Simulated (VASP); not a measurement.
# Se (Fm-3m) in VASP: single point with PBE

Aim: the single point of Se with PBE.

Program: VASP 6.6.1. These are calculated values, not measurements. Logs are shortened: lines on timing, memory, paths and dates and some standing lists are left out, and cuts for length are marked.

### 1 The cell of the first run

The structure is cubic, space group Fm-3m (No. 225). The conventional cell has a = 4.216 Å, b = 4.216 Å, c = 4.216 Å, α = 90.00°, β = 90.00°, γ = 90.00°. Se (site symmetry m-3m) has 12 Se at 2.98 Å within 3.9 Å.

This isn't the form of Se at room conditions, which is trigonal, of chains.

### 2 Single point, PBE (18.74 Å³/atom)

The input, INCAR:

```
PREC     = Accurate       # precision mode
ENCUT    = 520            # plane-wave cutoff, eV
EDIFF    = 1E-6           # SCF threshold, eV
ISMEAR   = -1             # smearing method
SIGMA    = 0.05           # smearing width, eV
LREAL    = False          # projectors in reciprocal space
LASPH    = True           # aspherical terms in the spheres
NELM     = 60             # most SCF steps
ALGO     = Normal         # electronic algorithm
ISIF     = 2              # what is computed and relaxed
LWAVE    = False          # write WAVECAR
LCHARG   = True           # write CHGCAR
GGA      = PE             # functional
LELF     = True           # ELF
LVHAR    = True         
NBANDS   = 9              # bands
```

The input, KPOINTS:

```
Automatic mesh
0
Gamma
  15 15 15
```

The input, POSCAR:

```
Se
1.0
    0.0000000000      2.1082289552      2.1082289552
    2.1082289552      0.0000000000      2.1082289552
    2.1082289552      2.1082289552      0.0000000000
Se
1
Direct
    0.0000000000      0.0000000000      0.0000000000
```

Potentials or basis: VASP PAW PBE potentials, release 64 (Se).

Started as:

```
$ cat potpaw_PBE.64/Se/POTCAR > POTCAR
$ mpirun -np 1 vasp_std > vasp.out
```

OUTCAR:

```text
PREC = Accurate
   ENCUT = 520
   EDIFF = 1E-6
   ISMEAR = -1
   LREAL = False
   LASPH = True
   NELM = 60
   ISIF = 2
   GGA = PE

 ion  position               nearest neighbor table
   1  0.000  0.000  0.000-

  LATTYP: Found a face centered cubic cell.
 ALAT       =     4.2164579104

  Lattice vectors:

 A1 = (   0.0000000000,   2.1082289552,   2.1082289552)
 A2 = (   2.1082289552,   0.0000000000,   2.1082289552)
 A3 = (   2.1082289552,   2.1082289552,   0.0000000000)

Analysis of symmetry for initial positions (statically):
=====================================================================
 Subroutine PRICEL returns:
 Original cell was already a primitive cell.

 Routine SETGRP: Setting up the symmetry group for a
 face centered cubic supercell.

 Subroutine GETGRP returns: Found 48 space group operations
 (whereof 48 operations were pure point group operations)
 out of a pool of 48 trial point group operations.

The static configuration has the point symmetry O_h .

Analysis of symmetry for dynamics (positions and initial velocities):
=====================================================================
 Subroutine PRICEL returns:
 Original cell was already a primitive cell.

 Routine SETGRP: Setting up the symmetry group for a
 face centered cubic supercell.

 Subroutine GETGRP returns: Found 48 space group operations
 (whereof 48 operations were pure point group operations)
 out of a pool of 48 trial point group operations.

The dynamic configuration has the point symmetry O_h .

 Subroutine INISYM returns: Found 48 space group operations
 (whereof 48 operations are pure point group operations),
 and found     1 'primitive' translations

----------------------------------------------------------------------------------------

                                     Primitive cell

  volume of cell :      18.7406

  direct lattice vectors                    reciprocal lattice vectors
     0.000000000  2.108228955  2.108228955    -0.237165892  0.237165892  0.237165892
     2.108228955  0.000000000  2.108228955     0.237165892 -0.237165892  0.237165892
     2.108228955  2.108228955  0.000000000     0.237165892  0.237165892 -0.237165892

  length of vectors
     2.981485981  2.981485981  2.981485981     0.410783374  0.410783374  0.410783374

[... 77 lines left out ...]
   NELM   =     60;   NELMIN=  2; NELMDL= -5     # of ELM steps
   EDIFF  = 0.1E-05   stopping-criterion for ELM
   LREAL  =      F    real-space projection
   EDIFFG = 0.1E-04   stopping-criterion for IOM
   NSW    =      0    number of steps for IOM
   IBRION =     -1    ionic relax: 0-MD 1-quasi-New 2-CG
   NFREE  =      0    steps in history (QN), initial steepest desc. (CG)
   ISIF   =      2    stress and relaxation
   ISYM   =      2    0-nonsym 1-usesym 2-fastsym
   POTIM  = 0.5000    time-step for ionic-motion
   TEBEG  =    0.0;   TEEND  =   0.0 temperature during run
   PSTRESS=    0.0 pullay stress
   NELECT =       6.0000    total number of electrons
   NUPDOWN=      -1.0000    fix difference up-down
   EMIN   =  10.00;   EMAX   =-10.00  energy-range for DOS
   EFERMI =   0.00;   METHOD = LEGACY
   ISMEAR =    -1;   SIGMA  =   0.05  broadening in eV -4-tet -1-fermi 0-gaus
   EFERMI_NEDOS =   21; number of points for ismear=-14 and -15
   IALGO  =     38    algorithm
   IMIX   =      4    mixing-type and parameters
     AMIX     =   0.40;   BMIX     =  1.00
     AMIX_MAG =   1.60;   BMIX_MAG =  1.00
  volume/ion in A,a.u.               =      18.74       126.47
  Fermi-wavevector in a.u.,A,eV,Ry     =   1.119947  2.116393 17.065533  1.254281
  Thomas-Fermi vector in A             =   2.256590
   LORBIT       =      0    0 simple, 1 ext, 2 COOP (PROOUT), +10 PAW based schemes
   GGA     = PE    functional components
   LHFCALC =     F    Hartree Fock is set to
   AEXX    =    0.0000 exact exchange contribution
   IVDW    =     0    specifies the selected vdW correction
   LEPSILON=     F    determine dielectric tensor
   LRPA    =     F    only Hartree local field effects (RPA)
 non-spin polarized calculation
  energy-cutoff  :      520.00
  volume of cell :       18.74
 maximum number of plane-waves:       531
 NGX is ok and might be reduce to    24
   NGX = 11   NGY = 11   NGZ = 11

 number of electron       6.0000000 magnetization

 Free energy of the ion-electron system (eV)
  ---------------------------------------------------
  ext. energy  EPLUGINS =         0.00000000
  ---------------------------------------------------
  free energy    TOTEN  =        -2.74750272 eV

  energy without entropy =       -2.74087882  energy(sigma->0) =       -2.74419077

 E-fermi :   6.4828     XC(G=0): -10.9868

 val. band max:        6.4365641818   @ k =   0.3333   0.2667   0.0000
 cond. band min:       6.4837625670   @ k =  -0.4667   0.1333   0.0000
 fundamental gap:      0.0471983852
 Fermi energy:         6.4828194217

 k-point     1 :       0.0000    0.0000    0.0000
  band No.  band energies     occupation
      1     -10.3589      2.00000
      2       9.9102      0.00000
      3       9.9102      0.00000
      4       9.9102      0.00000
      5      18.6215      0.00000
      6      18.6215      0.00000
      7      18.6215      0.00000
      8      18.6260      0.00000
      9      22.0696      0.00000
[... 265 lines left out ...]
 k-point    24 :       0.2000    0.1333    0.0000
  band No.  band energies     occupation
      1      -9.4946      2.00000
      2       6.7252      0.01557
      3       8.3739      0.00000
      4       8.5882      0.00000
      5      15.8667      0.00000
      6      18.1286      0.00000
      7      20.5033      0.00000
      8      21.1078      0.00000
      9      23.2999      0.00000

 [... further k-points ...]

------------------------ aborting loop because EDIFF is reached ----------------------------------------

  FORCE on cell =-STRESS in cart. coord.  units (eV):
  Direction    XX          YY          ZZ          XY          YZ          ZX
  --------------------------------------------------------------------------------------
  -------------------------------------------------------------------------------------
  Total        0.8190023      0.8190023      0.8190023      0.0000000     -0.0000000      0.0000000
  in kB       70.0184346     70.0184346     70.0184346      0.0000000     -0.0000000      0.0000000
  external PRESSURE =      70.0184346 kB  Pullay stress =       0.0000000 kB

 VOLUME and BASIS-vectors are now :
 -----------------------------------------------------------------------------
  energy-cutoff  :      520.00
  volume of cell :       18.74
      direct lattice vectors                 reciprocal lattice vectors
     0.000000000  2.108228955  2.108228955    -0.237165892  0.237165892  0.237165892
     2.108228955  0.000000000  2.108228955     0.237165892 -0.237165892  0.237165892
     2.108228955  2.108228955  0.000000000     0.237165892  0.237165892 -0.237165892

 POSITION                                       TOTAL-FORCE (eV/Angst)
 -----------------------------------------------------------------------------------
      0.00000      0.00000      0.00000         0.000000      0.000000      0.000000
 -----------------------------------------------------------------------------------
    total drift:                                0.000000     -0.000000     -0.000000

  FREE ENERGIE OF THE ION-ELECTRON SYSTEM (eV)
  ---------------------------------------------------
  free  energy   TOTEN  =        -2.7475027161 eV

  energy  without entropy=       -2.7408788159  energy(sigma->0) =       -2.74419077
```

stdout:

```text
POSCAR found type information on POSCAR Se
 POSCAR found :  1 types and       1 ions
 scaLAPACK will be used
 LDA part: xc-table for (Slater+PW92), standard interpolation
 POSCAR, INCAR and KPOINTS ok, starting setup
 FFT: planning ... GRIDC
 FFT: planning ... GRID_SOFT
 FFT: planning ... GRID
 WAVECAR not read
 entering main loop
```

Wall time 21 s (1 thread of Intel Xeon 8259CL, shared host); peak memory 0.15 GiB.

Results:

```yaml
Free_energy: -2.7475 eV
Pressure: 7.0 GPa
Band_gap_on_the_k_mesh: zero (bands 3 and 4 overlap by 5.77 eV)
```

Caveat: the cell stands under pressure.
